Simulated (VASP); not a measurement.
# Ta4O (P4/mmm) in VASP: a series of runs

The runs below take Ta4O through single point, with PBE.

Program: VASP 6.6.1. These are calculated values, not measurements. Logs are shortened: lines on timing, memory, paths and dates and some standing lists are left out, and cuts for length are marked.

## Step 1: The cell of the first run

Symmetry: P4/mmm, No. 123, tetragonal system. Conventional cell: a = 3.257 Å, b = 3.257 Å, c = 7.409 Å, α = 90.00°, β = 90.00°, γ = 90.00°. Within 3.0 Å of Ta (site symmetry 4/mmm) lie 4 O at 2.30 Å. Ta (site symmetry 4mm) has 1 O at 2.10 Å within 2.8 Å. Within 3.7 Å of Ta (site symmetry 4/mmm) lie 12 Ta at 2.81 to 3.26 Å. O (site symmetry 4/mmm) has 6 Ta at 2.10 to 2.30 Å within 2.8 Å.

## Step 2: Single point, PBE

INCAR reads:

```
ALGO = Normal
EDIFF = 1E-6
ENCUT = 520
GGA = PE
ISIF = 2
ISMEAR = 0
LASPH = True
LCHARG = False
LREAL = False
LWAVE = False
NBANDS = 33
NELM = 60
PREC = Accurate
SIGMA = 0.1
```

KPOINTS reads:

```
k-points
0
Gamma
  4 4 1
```

POSCAR reads:

```
Ta4O
1.0
    3.2574970000      0.0000000000      0.0000000000
    0.0000000000      3.2574970000      0.0000000000
    0.0000000000      0.0000000000      7.4093410000
Ta O
4 1
Direct
    0.0000000000      0.0000000000      0.5000000000
    0.5000000000      0.5000000000      0.7831580000
    0.5000000000      0.5000000000      0.2168420000
    0.0000000000      0.0000000000      0.0000000000
    0.5000000000      0.5000000000      0.5000000000
```

Potentials or basis: VASP PAW PBE potentials, release 64 (Ta_pv, O).

On the command line:

```bash
cat potpaw_PBE.64/Ta_pv/POTCAR potpaw_PBE.64/O/POTCAR > POTCAR
mpirun -np 1 vasp_std > vasp.out
```

OUTCAR:

```text
EDIFF = 1E-6
   ENCUT = 520
   GGA = PE
   ISIF = 2
   ISMEAR = 0
   LASPH = True
   LREAL = False
   NELM = 60
   PREC = Accurate

 ion  position               nearest neighbor table
   1  0.000  0.000  0.500-   5 2.30   5 2.30   5 2.30   5 2.30   3 3.12   3 3.12   2 3.12   3 3.12
                             2 3.12   2 3.12   3 3.12   2 3.12
   2  0.500  0.500  0.783-   5 2.10   4 2.81   4 2.81   4 2.81   4 2.81   1 3.12   1 3.12   1 3.12
                             1 3.12   3 3.21
   3  0.500  0.500  0.217-   5 2.10   4 2.81   4 2.81   4 2.81   4 2.81   1 3.12   1 3.12   1 3.12
                             1 3.12   2 3.21
   4  0.000  0.000  0.000-   2 2.81   3 2.81   2 2.81   3 2.81   2 2.81   3 2.81   2 2.81   3 2.81

   5  0.500  0.500  0.500-   2 2.10   3 2.10   1 2.30   1 2.30   1 2.30   1 2.30

  LATTYP: Found a simple tetragonal cell.
 ALAT       =     3.2574970000
 C/A-ratio  =     2.2745503680

  Lattice vectors:

 A1 = (   3.2574970000,   0.0000000000,   0.0000000000)
 A2 = (   0.0000000000,   3.2574970000,   0.0000000000)
 A3 = (   0.0000000000,   0.0000000000,   7.4093410000)

Analysis of symmetry for initial positions (statically):
=====================================================================
 Subroutine PRICEL returns:
 Original cell was already a primitive cell.

 Routine SETGRP: Setting up the symmetry group for a
 simple tetragonal supercell.

 Subroutine GETGRP returns: Found 16 space group operations
 (whereof 16 operations were pure point group operations)
 out of a pool of 16 trial point group operations.

The static configuration has the point symmetry D_4h.

Analysis of symmetry for dynamics (positions and initial velocities):
=====================================================================
 Subroutine PRICEL returns:
 Original cell was already a primitive cell.

 Routine SETGRP: Setting up the symmetry group for a
 simple tetragonal supercell.

 Subroutine GETGRP returns: Found 16 space group operations
 (whereof 16 operations were pure point group operations)
 out of a pool of 16 trial point group operations.

The dynamic configuration has the point symmetry D_4h.

 Subroutine INISYM returns: Found 16 space group operations
 (whereof 16 operations are pure point group operations),
 and found     1 'primitive' translations

----------------------------------------------------------------------------------------

                                     Primitive cell

  volume of cell :      78.6226

  direct lattice vectors                    reciprocal lattice vectors
     3.257497000  0.000000000  0.000000000     0.306984166  0.000000000  0.000000000
     0.000000000  3.257497000  0.000000000     0.000000000  0.306984166  0.000000000
     0.000000000  0.000000000  7.409341000     0.000000000  0.000000000  0.134964769

  length of vectors
     3.257497000  3.257497000  7.409341000     0.306984166  0.306984166  0.134964769

  position of ions in fractional coordinates (direct lattice)
     0.000000000  0.000000000  0.500000000
     0.500000000  0.500000000  0.783158000
     0.500000000  0.500000000  0.216842000
     0.000000000  0.000000000  0.000000000
     0.500000000  0.500000000  0.500000000

  ion indices of the primitive-cell ions
   primitive index   ion index
                 1           1
                 2           2
                 3           3
                 4           4
                 5           5

----------------------------------------------------------------------------------------

 KPOINTS: k-points

Automatic generation of k-mesh.
 Grid dimensions read from file:
 generate k-points for:    4    4    1

 Generating k-lattice:

  Cartesian coordinates                     Fractional coordinates (reciprocal lattice)
     0.076746042  0.000000000  0.000000000     0.250000000  0.000000000  0.000000000
     0.000000000  0.076746042  0.000000000     0.000000000  0.250000000  0.000000000
     0.000000000  0.000000000  0.134964769     0.000000000  0.000000000  1.000000000

  Length of vectors
     0.076746042  0.076746042  0.134964769

  Shift w.r.t. Gamma in fractional coordinates (k-lattice)
     0.000000000  0.000000000  0.000000000

 Subroutine IBZKPT returns following result:
 ===========================================

 Found      6 irreducible k-points:

 Following reciprocal coordinates:
            Coordinates               Weight
  0.000000  0.000000  0.000000      1.000000
  0.250000  0.000000  0.000000      4.000000
  0.500000  0.000000  0.000000      2.000000
  0.250000  0.250000  0.000000      4.000000
  0.500000  0.250000  0.000000      4.000000
  0.500000  0.500000  0.000000      1.000000
   k-points           NKPTS =      6   k-points in BZ     NKDIM =      6   number of bands    NBANDS=     33
   number of dos      NEDOS =    301   number of ions     NIONS =      5
   total plane-waves  NPLWV =  32256
   dimension x,y,z NGX =    24 NGY =   24 NGZ =   56
   dimension x,y,z NGXF=    48 NGYF=   48 NGZF=  112
   ions per type =               4   1
   NGX,Y,Z   is equivalent  to a cutoff of  12.25, 12.25, 12.56 a.u.
   NGXF,Y,Z  is equivalent  to a cutoff of  24.50, 24.50, 25.13 a.u.
 SYSTEM =  unknown system
   PREC   = accura    normal or accurate (medium, high low for compatibility)
   ISTART =      0    job   : 0-new  1-cont  2-samecut
   ICHARG =      2    charge: 1-file 2-atom 10-const
   ISPIN  =      1    spin polarized calculation?
   LNONCOLLINEAR =      F non collinear calculations
   LSORBIT =      F    spin-orbit coupling
   LASPH  =      T    aspherical Exc in radial PAW
   ENCUT  =  520.0 eV  38.22 Ry    6.18 a.u.   6.06  6.06 13.78*2*pi/ulx,y,z
   NELM   =     60;   NELMIN=  2; NELMDL= -5     # of ELM steps
   EDIFF  = 0.1E-05   stopping-criterion for ELM
   LREAL  =      F    real-space projection
   EDIFFG = 0.1E-04   stopping-criterion for IOM
   NSW    =      0    number of steps for IOM
   IBRION =     -1    ionic relax: 0-MD 1-quasi-New 2-CG
   NFREE  =      0    steps in history (QN), initial steepest desc. (CG)
   ISIF   =      2    stress and relaxation
   ISYM   =      2    0-nonsym 1-usesym 2-fastsym
   POTIM  = 0.5000    time-step for ionic-motion
   TEBEG  =    0.0;   TEEND  =   0.0 temperature during run
   PSTRESS=    0.0 pullay stress
   NELECT =      50.0000    total number of electrons
   NUPDOWN=      -1.0000    fix difference up-down
   EMIN   =  10.00;   EMAX   =-10.00  energy-range for DOS
   EFERMI =   0.00;   METHOD = LEGACY
   ISMEAR =     0;   SIGMA  =   0.10  broadening in eV -4-tet -1-fermi 0-gaus
   EFERMI_NEDOS =   21; number of points for ismear=-14 and -15
   IALGO  =     38    algorithm
   IMIX   =      4    mixing-type and parameters
     AMIX     =   0.40;   BMIX     =  1.00
     AMIX_MAG =   1.60;   BMIX_MAG =  1.00
  volume/ion in A,a.u.               =      15.72       106.11
  Fermi-wavevector in a.u.,A,eV,Ry     =   1.407826  2.660405 26.966391  1.981974
  Thomas-Fermi vector in A             =   2.530046
   LORBIT       =      0    0 simple, 1 ext, 2 COOP (PROOUT), +10 PAW based schemes
   GGA     = PE    functional components
   LHFCALC =     F    Hartree Fock is set to
   AEXX    =    0.0000 exact exchange contribution
   IVDW    =     0    specifies the selected vdW correction
   LEPSILON=     F    determine dielectric tensor
   LRPA    =     F    only Hartree local field effects (RPA)
 non-spin polarized calculation
 Gauss-broadening in eV      SIGMA  =   0.10
  energy-cutoff  :      520.00
  volume of cell :       78.62
 maximum number of plane-waves:      2140
   NGX = 13   NGY = 13   NGZ = 27

 number of electron      50.0000004 magnetization

 Free energy of the ion-electron system (eV)
  ---------------------------------------------------
  ext. energy  EPLUGINS =         0.00000000
  ---------------------------------------------------
  free energy    TOTEN  =       -54.52488146 eV

  energy without entropy =      -54.50067476  energy(sigma->0) =      -54.51277811

 E-fermi :   6.3258     XC(G=0): -12.5985

 val. band max:        6.2548074988   @ k =   0.0000   0.0000   0.0000
 cond. band min:       6.3398681034   @ k =   0.2500   0.2500   0.0000
 fundamental gap:      0.0850606046
 Fermi energy:         6.3258474208

 k-point     1 :       0.0000    0.0000    0.0000
  band No.  band energies     occupation
      1     -29.2328      2.00000
      2     -29.2328      2.00000
      3     -28.9901      2.00000
      4     -28.0880      2.00000
      5     -28.0355      2.00000
      6     -27.8313      2.00000
[... 25 lines left out ...]
     32       8.1703      0.00000
     33       8.8715      0.00000

 k-point     2 :       0.2500    0.0000    0.0000
  band No.  band energies     occupation
      1     -29.4071      2.00000
      2     -29.2121      2.00000
      3     -28.9736      2.00000
      4     -28.1775      2.00000
      5     -28.0885      2.00000
      6     -27.8443      2.00000
[... 25 lines left out ...]
     32       8.9915      0.00000
     33       9.6339      0.00000

 k-point     3 :       0.5000    0.0000    0.0000
  band No.  band energies     occupation
      1     -29.5704      2.00000
      2     -29.1914      2.00000
      3     -28.9670      2.00000
      4     -28.2342      2.00000
      5     -28.1590      2.00000
      6     -27.9281      2.00000
[... 25 lines left out ...]
     32       9.9883      0.00000
     33      10.7568      0.00000

 k-point     4 :       0.2500    0.2500    0.0000
  band No.  band energies     occupation
      1     -29.3889      2.00000
      2     -29.3477      2.00000
      3     -28.9528      2.00000
      4     -28.1448      2.00000
      5     -28.0376      2.00000
      6     -27.9919      2.00000
[... 25 lines left out ...]
     32       9.1174      0.00000
     33      10.3784      0.00000

 k-point     5 :       0.5000    0.2500    0.0000
  band No.  band energies     occupation
      1     -29.5154      2.00000
      2     -29.3291      2.00000
      3     -28.9340      2.00000
      4     -28.2065      2.00000
      5     -28.0522      2.00000
      6     -28.0400      2.00000
[... 25 lines left out ...]
     32      10.1934      0.00000
     33      10.4415      0.00000

 k-point     6 :       0.5000    0.5000    0.0000
  band No.  band energies     occupation
      1     -29.4621      2.00000
      2     -29.4621      2.00000
      3     -28.9024      2.00000
      4     -28.1508      2.00000
      5     -28.1508      2.00000
      6     -28.0372      2.00000
[... 25 lines left out ...]
     32      10.5242      0.00000
     33      11.0071      0.00000

------------------------ aborting loop because EDIFF is reached ----------------------------------------

  FORCE on cell =-STRESS in cart. coord.  units (eV):
  Direction    XX          YY          ZZ          XY          YZ          ZX
  --------------------------------------------------------------------------------------
  -------------------------------------------------------------------------------------
  Total       -0.9766235     -0.9766235      3.5013585      0.0000000      0.0000000     -0.0000000
  in kB      -19.9016978    -19.9016978     71.3509117      0.0000000      0.0000000     -0.0000000
  external PRESSURE =      10.5158387 kB  Pullay stress =       0.0000000 kB

 VOLUME and BASIS-vectors are now :
 -----------------------------------------------------------------------------
  energy-cutoff  :      520.00
  volume of cell :       78.62
      direct lattice vectors                 reciprocal lattice vectors
     3.257497000  0.000000000  0.000000000     0.306984166  0.000000000  0.000000000
     0.000000000  3.257497000  0.000000000     0.000000000  0.306984166  0.000000000
     0.000000000  0.000000000  7.409341000     0.000000000  0.000000000  0.134964769

 POSITION                                       TOTAL-FORCE (eV/Angst)
 -----------------------------------------------------------------------------------
      0.00000      0.00000      3.70467        -0.000000     -0.000000      0.000000
      1.62875      1.62875      5.80268         0.000000     -0.000000     -0.431897
      1.62875      1.62875      1.60666        -0.000000      0.000000      0.431897
      0.00000      0.00000      0.00000        -0.000000     -0.000000      0.000000
      1.62875      1.62875      3.70467        -0.000000     -0.000000      0.000000
 -----------------------------------------------------------------------------------
    total drift:                                0.000000     -0.000000      0.000000

  FREE ENERGIE OF THE ION-ELECTRON SYSTEM (eV)
  ---------------------------------------------------
  free  energy   TOTEN  =       -54.5248814640 eV

  energy  without entropy=      -54.5006747578  energy(sigma->0) =      -54.51277811
```

Run time: 10 s. Hardware: 1 thread of Intel Xeon 6975P-C (Granite Rapids), shared host; peak memory 0.17 GiB.

Results:

* Free energy: -54.5249 eV
* Pressure: 1.1 GPa
* Largest force: 0.432 eV/Å
* Band gap on the k mesh: zero (band 25 reaches 6.57 eV, above the bottom of band 26 at 6.34 eV)

Forces on the atoms (eV/Å):
```
Ta   0.000  0.000  0.000
Ta   0.000  0.000 -0.432
Ta   0.000  0.000  0.432
Ta   0.000  0.000  0.000
O    0.000  0.000  0.000
```

Stress tensor (GPa, compression positive):
```
-1.99  0.00  0.00
 0.00 -1.99  0.00
 0.00  0.00  7.14
```

Levels at points of the mesh, in eV from the Fermi level:
```tsv
k point	band 23	band 24	band 25	band 26	band 27	band 28
(0.00, 0.00, 0.00)	-0.38	-0.38	-0.07	0.62	1.05	1.05
(0.50, 0.00, 0.00)	-0.81	-0.52	0.25	1.00	1.06	1.35
(0.50, 0.50, 0.00)	-1.46	-0.53	-0.53	1.78	2.33	2.85
```

Caveat: the k points lie up to 0.85 Å⁻¹ apart; spin-orbit coupling is left out, which moves the levels of the heavy elements.

## Step 3: Single point, PBE

INCAR reads:

```
SYSTEM = Ta4O
  PREC = Accurate
  ENCUT = 520
  EDIFF = 1E-6
  ISMEAR = 0
  SIGMA = 0.1
  LREAL = .FALSE.
  LASPH = .TRUE.
  NELM = 100
  ALGO = Normal
  ISIF = 2
  LWAVE = .FALSE.
  LCHARG = .FALSE.
  GGA = PE
  NBANDS = 33
```

KPOINTS reads:

```
Automatic mesh
0
G
  4 4 2
  0 0 0
```

POSCAR is that of step 2.

Potentials or basis: VASP PAW PBE potentials, release 64 (Ta_pv, O).

On the command line:

```bash
cat potpaw_PBE.64/Ta_pv/POTCAR potpaw_PBE.64/O/POTCAR > POTCAR
mpirun -np 1 vasp_std > vasp.out
```

Wall time 16 s (1 thread of Intel Xeon 6975P-C (Granite Rapids), shared host); peak memory 0.18 GiB.

It converged, with:

```
Free energy            : -55.0445 eV
Pressure               : -0.7 GPa
Largest force          : 0.257 eV/Å
Band gap on the k mesh : zero (band 25 reaches 6.63 eV, above the bottom of band 26 at 6.12 eV)
```

Forces in eV/Å, atoms in the order of the input:
```
Ta   0.000  0.000  0.000
Ta   0.000  0.000 -0.257
Ta   0.000  0.000  0.257
Ta   0.000  0.000  0.000
O    0.000  0.000  0.000
```

Stress tensor (GPa, compression positive):
```
-0.21  0.00  0.00
 0.00 -0.21  0.00
 0.00  0.00 -1.79
```

Levels at points of the mesh, in eV from the Fermi level:
```
           k point  band 21  band 22  band 23  band 24  band 25  band 26  band 27  band 28  band 29  band 30
(0.00, 0.00, 0.00)    -2.45    -1.42    -0.32    -0.32    -0.03     0.67     1.15     1.15     1.41     1.78
(0.50, 0.00, 0.00)    -1.35    -0.97    -0.83    -0.59     0.34     1.03     1.12     1.42     1.84     2.09
(0.50, 0.50, 0.00)    -1.91    -1.38    -1.38    -0.57    -0.57     1.84     2.50     2.89     2.89     3.36
(0.00, 0.00, 0.50)    -3.39    -0.41    -0.40    -0.40     0.34     0.80     0.80     0.99     1.18     1.94
(0.50, 0.00, 0.50)    -1.58    -1.08    -0.88    -0.58    -0.30     1.22     1.40     1.70     1.95     2.46
(0.50, 0.50, 0.50)    -2.65    -1.58    -1.58     0.11     0.11     1.84     2.06     2.06     3.03     3.36
```

Caveat: the k points lie up to 0.48 Å⁻¹ apart; spin-orbit coupling is left out, which moves the levels of the heavy elements.
